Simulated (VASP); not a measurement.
# SiO2 (P6_222) in VASP: notebook

SiO2 is run at these levels: PBE; tasks: single point.

Everything below comes from runs of VASP 6.6.1. Logs are shortened: lines on timing, memory, paths and dates and some standing lists are left out, and cuts for length are marked.

**1. The cell of the first run**

The structure is hexagonal, space group P6_222 (No. 180). The conventional cell has a = 4.697 Å, b = 4.697 Å, c = 5.585 Å, α = 90.00°, β = 90.00°, γ = 120.00°. Si (site symmetry 222) has 4 O at 1.54 Å within 2.0 Å. Within 2.0 Å of O (site symmetry 2) lie 2 Si at 1.54 Å.

**2. Single point, PBE (strain -0.080 along x and y, +0.000 along z)**

Input file INCAR:

```
SYSTEM = SiO2
PREC = Accurate
ENCUT = 520
EDIFF = 1E-6
ISMEAR = 0
SIGMA = 0.05
LREAL = .FALSE.
LASPH = .TRUE.
NELM = 60
ALGO = Normal
ISIF = 2
LWAVE = .FALSE.
LCHARG = .TRUE.
GGA = PE
LELF = .TRUE.
LVHAR = .TRUE.
NBANDS = 34
```

Input file KPOINTS:

```
Automatic mesh
0
G
  6 6 4
  0 0 0
```

Input file POSCAR:

```
SiO2
1.0
    4.6965043738      0.0000000000      0.0000000000
   -2.3482521869      4.0672920967      0.0000000000
    0.0000000000      0.0000000000      5.5846859247
Si O
3 6
Direct
    0.5000000000      0.0000000000      0.0000000000
    0.5000000000      0.5000000000      0.3333333333
    0.0000000000      0.5000000000      0.6666666667
    0.4159266453      0.2079633227      0.1666666667
    0.2079633227      0.4159266453      0.5000000000
    0.7920366773      0.2079633227      0.8333333333
    0.5840733547      0.7920366773      0.1666666667
    0.7920366773      0.5840733547      0.5000000000
    0.2079633227      0.7920366773      0.8333333333
```

Potentials or basis: VASP PAW PBE potentials, release 64 (Si, O).

Launch:

```
> cat potpaw_PBE.64/Si/POTCAR potpaw_PBE.64/O/POTCAR > POTCAR
> mpirun -np 1 vasp_std > vasp.out
```

OUTCAR:

```text
SYSTEM = SiO2
   PREC = Accurate
   ENCUT = 520
   EDIFF = 1E-6
   ISMEAR = 0
   LREAL = .FALSE.
   LASPH = .TRUE.
   NELM = 60
   ISIF = 2
   GGA = PE

 ion  position               nearest neighbor table
   1  0.500  0.000  0.000-   6 1.54   9 1.54   7 1.54   4 1.54   2 3.00   3 3.00   2 3.00   3 3.00

   2  0.500  0.500  0.333-   4 1.54   7 1.54   5 1.54   8 1.54   1 3.00   1 3.00   3 3.00   3 3.00

   3  0.000  0.500  0.667-   6 1.54   9 1.54   8 1.54   5 1.54   1 3.00   1 3.00   2 3.00   2 3.00

   4  0.416  0.208  0.167-   2 1.54   1 1.54
   5  0.208  0.416  0.500-   2 1.54   3 1.54
   6  0.792  0.208  0.833-   3 1.54   1 1.54
   7  0.584  0.792  0.167-   2 1.54   1 1.54
   8  0.792  0.584  0.500-   2 1.54   3 1.54
   9  0.208  0.792  0.833-   3 1.54   1 1.54

  LATTYP: Found a hexagonal cell.
 ALAT       =     4.6965043738
 C/A-ratio  =     1.1891154527

  Lattice vectors:

 A1 = (   4.6965043738,   0.0000000000,   0.0000000000)
 A2 = (  -2.3482521869,   4.0672920967,   0.0000000000)
 A3 = (   0.0000000000,   0.0000000000,   5.5846859247)

Analysis of symmetry for initial positions (statically):
=====================================================================
 Subroutine PRICEL returns:
 Original cell was already a primitive cell.

 Routine SETGRP: Setting up the symmetry group for a
 hexagonal supercell.

 Subroutine GETGRP returns: Found 12 space group operations
 (whereof  4 operations were pure point group operations)
 out of a pool of 24 trial point group operations.

The static configuration has the point symmetry D_2 .
 The point group associated with its full space group is D_6 .

Analysis of symmetry for dynamics (positions and initial velocities):
=====================================================================
 Subroutine PRICEL returns:
 Original cell was already a primitive cell.

 Routine SETGRP: Setting up the symmetry group for a
 hexagonal supercell.

 Subroutine GETGRP returns: Found 12 space group operations
 (whereof  4 operations were pure point group operations)
 out of a pool of 24 trial point group operations.

The dynamic configuration has the point symmetry D_2 .
 The point group associated with its full space group is D_6 .

 Subroutine INISYM returns: Found 12 space group operations
 (whereof  4 operations are pure point group operations),
 and found     1 'primitive' translations

[... 109 lines left out ...]
   NFREE  =      0    steps in history (QN), initial steepest desc. (CG)
   ISIF   =      2    stress and relaxation
   ISYM   =      2    0-nonsym 1-usesym 2-fastsym
   POTIM  = 0.5000    time-step for ionic-motion
   TEBEG  =    0.0;   TEEND  =   0.0 temperature during run
   PSTRESS=    0.0 pullay stress
   NELECT =      48.0000    total number of electrons
   NUPDOWN=      -1.0000    fix difference up-down
   EMIN   =  10.00;   EMAX   =-10.00  energy-range for DOS
   EFERMI =   0.00;   METHOD = LEGACY
   ISMEAR =     0;   SIGMA  =   0.05  broadening in eV -4-tet -1-fermi 0-gaus
   EFERMI_NEDOS =   21; number of points for ismear=-14 and -15
   IALGO  =     38    algorithm
   IMIX   =      4    mixing-type and parameters
     AMIX     =   0.40;   BMIX     =  1.00
     AMIX_MAG =   1.60;   BMIX_MAG =  1.00
  volume/ion in A,a.u.               =      11.85        79.99
  Fermi-wavevector in a.u.,A,eV,Ry     =   1.254476  2.370616 21.411619  1.573710
  Thomas-Fermi vector in A             =   2.388279
   LORBIT       =      0    0 simple, 1 ext, 2 COOP (PROOUT), +10 PAW based schemes
   GGA     = PE    functional components
   LHFCALC =     F    Hartree Fock is set to
   AEXX    =    0.0000 exact exchange contribution
   IVDW    =     0    specifies the selected vdW correction
   LEPSILON=     F    determine dielectric tensor
   LRPA    =     F    only Hartree local field effects (RPA)
 non-spin polarized calculation
 Gauss-broadening in eV      SIGMA  =   0.05
  energy-cutoff  :      520.00
  volume of cell :      106.68
 maximum number of plane-waves:      2907
 NGX is ok and might be reduce to    36
   NGX = 17   NGY = 17   NGZ = 21

 number of electron      47.9999938 magnetization

 Free energy of the ion-electron system (eV)
  ---------------------------------------------------
  ext. energy  EPLUGINS =         0.00000000
  ---------------------------------------------------
  free energy    TOTEN  =       -68.90982700 eV

  energy without entropy =      -68.90982700  energy(sigma->0) =      -68.90982700

 E-fermi :   1.9923     XC(G=0):  -9.3136

 val. band max:        1.7819700466   @ k =   0.0000   0.0000   0.5000
 cond. band min:       7.9282878224   @ k =   0.0000   0.0000   0.0000
 fundamental gap:      6.1463177758
 Fermi energy:         1.9923081321

 k-point     1 :       0.0000    0.0000    0.0000
  band No.  band energies     occupation
      1     -18.5585      2.00000
      2     -16.9511      2.00000
      3     -16.9511      2.00000
      4     -15.9817      2.00000
      5     -15.9335      2.00000
      6     -15.9335      2.00000
[... 766 lines left out ...]
     33      14.1268      0.00000
     34      14.1615      0.00000

------------------------ aborting loop because EDIFF is reached ----------------------------------------

  FORCE on cell =-STRESS in cart. coord.  units (eV):
  Direction    XX          YY          ZZ          XY          YZ          ZX
  --------------------------------------------------------------------------------------
  -------------------------------------------------------------------------------------
  Total       27.0267614     27.0267614     25.1658740     -0.0000000      0.0000000      0.0000000
  in kB      405.9062540    405.9062540    377.9581831     -0.0000000      0.0000000      0.0000000
  external PRESSURE =     396.5902304 kB  Pullay stress =       0.0000000 kB

 VOLUME and BASIS-vectors are now :
 -----------------------------------------------------------------------------
  energy-cutoff  :      520.00
  volume of cell :      106.68
      direct lattice vectors                 reciprocal lattice vectors
     4.696504374  0.000000000  0.000000000     0.212924320  0.122931913  0.000000000
    -2.348252187  4.067292097  0.000000000     0.000000000  0.245863827  0.000000000
     0.000000000  0.000000000  5.584685925     0.000000000  0.000000000  0.179061099

 POSITION                                       TOTAL-FORCE (eV/Angst)
 -----------------------------------------------------------------------------------
      2.34825      0.00000      0.00000        -0.000000     -0.000000     -0.000000
      1.17413      2.03365      1.86156         0.000000     -0.000000      0.000000
     -1.17413      2.03365      3.72312        -0.000000     -0.000000     -0.000000
      1.46505      0.84585      0.93078        -1.416581     -0.817863     -0.000000
      0.00000      1.69170      2.79234        -0.000000     -1.635726     -0.000000
      3.23145      0.84585      4.65390         1.416581     -0.817863      0.000000
      0.88320      3.22144      0.93078         1.416581      0.817863     -0.000000
      2.34825      2.37560      2.79234         0.000000      1.635726     -0.000000
     -0.88320      3.22144      4.65390        -1.416581      0.817863     -0.000000
 -----------------------------------------------------------------------------------
    total drift:                               -0.000000      0.000000      0.000001

  FREE ENERGIE OF THE ION-ELECTRON SYSTEM (eV)
  ---------------------------------------------------
  free  energy   TOTEN  =       -68.9098269960 eV

  energy  without entropy=      -68.9098269960  energy(sigma->0) =      -68.90982700
```

It took 34 s on 1 thread of Intel Xeon 6975P-C (Granite Rapids), shared host; peak memory 0.24 GiB.

Results:

| Property | Result |
| --- | --- |
| Free energy | -68.9098 eV |
| Pressure | 39.7 GPa |
| Largest force | 1.636 eV/Å |
| Band gap on the k mesh | 6.15 eV (least direct gap 6.22 eV) |

Forces on the atoms (eV/Å):
```
Si   0.000  0.000  0.000
Si   0.000  0.000  0.000
Si   0.000  0.000  0.000
O   -1.417 -0.818  0.000
O    0.000 -1.636  0.000
O    1.417 -0.818  0.000
O    1.417  0.818  0.000
O    0.000  1.636  0.000
O   -1.417  0.818  0.000
```

Caveat: the cell differs from its parent crystal (strain -0.080 along x and y, +0.000 along z); the cell stands under pressure; forces of over 1 eV/Å act on the atoms, so gaps and moduli don't describe the material at rest.

**3. Single point, PBE (strain -0.040 along x and y, -0.080 along z)**

Input file INCAR:

```
  ALGO = Normal
  EDIFF = 1E-6
  ENCUT = 520
  GGA = PE
  ISIF = 2
  ISMEAR = 0
  LASPH = T
  LCHARG = F
  LREAL = F
  LWAVE = F
  NBANDS = 34
  NELM = 80
  PREC = Accurate
  SIGMA = 0.05
```

Input file KPOINTS:

```
k-points
0
Gamma
  6 6 4
```

POSCAR: that of step 2 with these lines changed.

```diff
@@ -2,5 +2,5 @@
 1.0
-    4.6965043738      0.0000000000      0.0000000000
-   -2.3482521869      4.0672920967      0.0000000000
-    0.0000000000      0.0000000000      5.5846859247
+    4.9007002161      0.0000000000      0.0000000000
+   -2.4503501080      4.2441308835      0.0000000000
+    0.0000000000      0.0000000000      5.1379110507
 Si O
```

Potentials or basis: VASP PAW PBE potentials, release 64 (Si, O).

Launch:

```
> cat potpaw_PBE.64/Si/POTCAR potpaw_PBE.64/O/POTCAR > POTCAR
> mpirun -np 1 vasp_std > vasp.out
```

It took 33 s on 1 thread of Intel Xeon 6975P-C (Granite Rapids), shared host; peak memory 0.23 GiB.

It converged, with:

- Free energy: -68.9850 eV
- Pressure: 39.9 GPa
- Largest force: 1.487 eV/Å
- Band gap on the k mesh: 6.30 eV (least direct gap 6.66 eV)

Forces on the atoms (eV/Å):
```
Si   0.000  0.000  0.000
Si   0.000  0.000  0.000
Si   0.000  0.000  0.000
O   -1.288 -0.744  0.000
O    0.000 -1.487  0.000
O    1.288 -0.744  0.000
O    1.288  0.744  0.000
O    0.000  1.487  0.000
O   -1.288  0.744  0.000
```

Stress tensor (GPa, compression positive):
```
39.51  0.00  0.00
 0.00 39.51  0.00
 0.00  0.00 40.55
```

Levels at points of the mesh, in eV from the valence-band top:
```
           k point  band 22  band 23  band 24  band 25  band 26  band 27
(0.00, 0.00, 0.00)    -0.60    -0.60    -0.36     6.30     9.68     9.68
(0.50, 0.00, 0.00)    -1.16    -0.37     0.00     8.41     9.34    10.19
(0.00, 0.00, 0.50)    -0.20    -0.06    -0.06     8.31     8.31     9.08
(0.50, 0.00, 0.50)    -0.81    -0.71    -0.50     9.64    10.01    10.42
```

Caveat: the cell differs from its parent crystal (strain -0.040 along x and y, -0.080 along z); the cell stands under pressure; forces of over 1 eV/Å act on the atoms, so gaps and moduli don't describe the material at rest.

**4. Single point, PBE (strain -0.080 along x and y, +0.040 along z)**

Input file INCAR:

```
ALGO = Normal ; EDIFF = 1E-6
ENCUT = 520 ; GGA = PE
ISIF = 2 ; ISMEAR = 0
LASPH = True ; LCHARG = True
LELF = True ; LREAL = False
LVHAR = True ; LWAVE = False
NBANDS = 34 ; NELM = 80
PREC = Accurate ; SIGMA = 0.05
```

KPOINTS is that of step 3.

POSCAR: that of step 3 with these lines changed.

```diff
@@ -2,5 +2,5 @@
 1.0
-    4.9007002161      0.0000000000      0.0000000000
-   -2.4503501080      4.2441308835      0.0000000000
-    0.0000000000      0.0000000000      5.1379110507
+    4.6965043738      0.0000000000      0.0000000000
+   -2.3482521869      4.0672920967      0.0000000000
+    0.0000000000      0.0000000000      5.8080733617
 Si O
```

Launch:

```
> cat potpaw_PBE.64/Si/POTCAR potpaw_PBE.64/O/POTCAR > POTCAR
> mpirun -np 1 vasp_std > vasp.out
```

Wall time 38 s (1 thread of Intel Xeon 6975P-C (Granite Rapids), shared host); peak memory 0.24 GiB.

Results (log left out):

```yaml
Free_energy: -69.7160 eV
Pressure: 26.9 GPa
Largest_force: 1.225 eV/Å
Band_gap_on_the_k_mesh: 5.84 eV (least direct gap 5.86 eV)
```

Forces on the atoms (eV/Å):
```
Si   0.000  0.000  0.000
Si   0.000  0.000  0.000
Si   0.000  0.000  0.000
O   -1.061 -0.613  0.000
O    0.000 -1.225  0.000
O    1.061 -0.613  0.000
O    1.061  0.613  0.000
O    0.000  1.225  0.000
O   -1.061  0.613  0.000
```

Stress tensor (GPa, compression positive):
```
29.19  0.00  0.00
 0.00 29.19  0.00
 0.00  0.00 22.42
```

Levels at points of the mesh, in eV from the valence-band top:
```csv
k point,band 20,band 21,band 22,band 23,band 24,band 25,band 26,band 27,band 28,band 29
"(0.00, 0.00, 0.00)",-1.43,-1.43,-0.61,-0.61,-0.02,5.84,8.98,8.98,9.55,9.55
"(0.50, 0.00, 0.00)",-1.70,-1.43,-1.42,-0.69,-0.12,7.98,9.00,9.73,10.08,10.76
"(0.00, 0.00, 0.50)",-2.47,-1.12,-0.73,-0.01,-0.01,7.59,7.59,8.12,9.67,9.67
"(0.50, 0.00, 0.50)",-1.81,-1.21,-1.11,-1.09,-0.33,9.04,9.06,9.34,9.79,9.81
```

Caveat: the cell differs from its parent crystal (strain -0.080 along x and y, +0.040 along z); the stress differs along the axes, from 22 to 29 GPa; forces of over 1 eV/Å act on the atoms, so gaps and moduli don't describe the material at rest. A k mesh can miss the band edges.

**5. Single point, PBE (strain -0.040 along x and y, -0.040 along z)**

Input file INCAR:

```
SYSTEM = SiO2
  PREC = Accurate
  ENCUT = 520
  EDIFF = 1E-7
  ISMEAR = 0
  SIGMA = 0.05
  LREAL = .FALSE.
  LASPH = .TRUE.
  NELM = 60
  ALGO = Normal
  ISIF = 2
  LWAVE = .FALSE.
  LCHARG = .FALSE.
  GGA = PE
  NBANDS = 34
```

Input file KPOINTS:

```
regular mesh
0
G
  6 6 4
  0 0 0
```

POSCAR: that of step 4 with these lines changed.

```diff
@@ -2,5 +2,5 @@
 1.0
-    4.6965043738      0.0000000000      0.0000000000
-   -2.3482521869      4.0672920967      0.0000000000
-    0.0000000000      0.0000000000      5.8080733617
+    4.9007002161      0.0000000000      0.0000000000
+   -2.4503501080      4.2441308835      0.0000000000
+    0.0000000000      0.0000000000      5.3612984877
 Si O
```

Launch:

```
> cat potpaw_PBE.64/Si/POTCAR potpaw_PBE.64/O/POTCAR > POTCAR
> mpirun -np 1 vasp_std > vasp.out
```

Run time: 36 s. Hardware: 1 thread of Intel Xeon 6975P-C (Granite Rapids), shared host; peak memory 0.23 GiB.

The run converged. Its results:

```
Free energy            : -69.9778 eV
Pressure               : 27.4 GPa
Largest force          : 1.068 eV/Å
Band gap on the k mesh : 6.18 eV (least direct gap 6.39 eV)
```

Forces in eV/Å, atoms in the order of the input:
```
Si   0.000  0.000  0.000
Si   0.000  0.000  0.000
Si   0.000  0.000  0.000
O   -0.925 -0.534  0.000
O    0.000 -1.068  0.000
O    0.925 -0.534  0.000
O    0.925  0.534  0.000
O    0.000  1.068  0.000
O   -0.925  0.534  0.000
```

Stress tensor (GPa, compression positive):
```
27.35  0.00  0.00
 0.00 27.35  0.00
 0.00  0.00 27.53
```

Levels at points of the mesh, in eV from the valence-band top:
| k point | band 22 | band 23 | band 24 | band 25 | band 26 | band 27 |
| --- | --- | --- | --- | --- | --- | --- |
| (0.00, 0.00, 0.00) | -0.54 | -0.54 | -0.21 | 6.18 | 9.45 | 9.45 |
| (0.50, 0.00, 0.00) | -1.13 | -0.39 | 0.00 | 8.28 | 9.19 | 10.16 |
| (0.00, 0.00, 0.50) | -0.28 | -0.01 | -0.01 | 8.07 | 8.07 | 8.79 |
| (0.50, 0.00, 0.50) | -0.80 | -0.75 | -0.40 | 9.52 | 9.71 | 10.04 |

Caveat: the cell differs from its parent crystal (strain -0.040 along x and y, -0.040 along z); the cell stands under pressure; forces of over 1 eV/Å act on the atoms, so gaps and moduli don't describe the material at rest.

**6. Overview**

```csv
cell,gap on the mesh (eV),pressure (GPa),largest force (eV/Å)
"a = 4.697, b = 4.697, c = 5.585 Å, angles 90.0, 90.0, 120.0°, 9 atoms",6.15,39.7,1.64
"a = 4.901, b = 4.901, c = 5.138 Å, angles 90.0, 90.0, 120.0°, 9 atoms",6.30,39.9,1.49
"a = 4.697, b = 4.697, c = 5.808 Å, angles 90.0, 90.0, 120.0°, 9 atoms",5.84,26.9,1.23
"a = 4.901, b = 4.901, c = 5.361 Å, angles 90.0, 90.0, 120.0°, 9 atoms",6.18,27.4,1.07
```

Alike in all rows: task single point; level PBE; potentials or basis VASP PAW PBE potentials, release 64 (Si, O); no spin polarisation; k mesh 6 × 6 × 4; cutoff (eV) 520; smearing gaussian 0.05 eV.

Caveats: forces of over 1 eV/Å act on the atoms, so gaps and moduli don't describe the material at rest; the cell stands under pressure (at least some runs); the stress differs along the axes, from 22 to 29 GPa (at least some runs).

Total energies depend on the potentials used, so only differences within one code and one set of settings carry meaning.
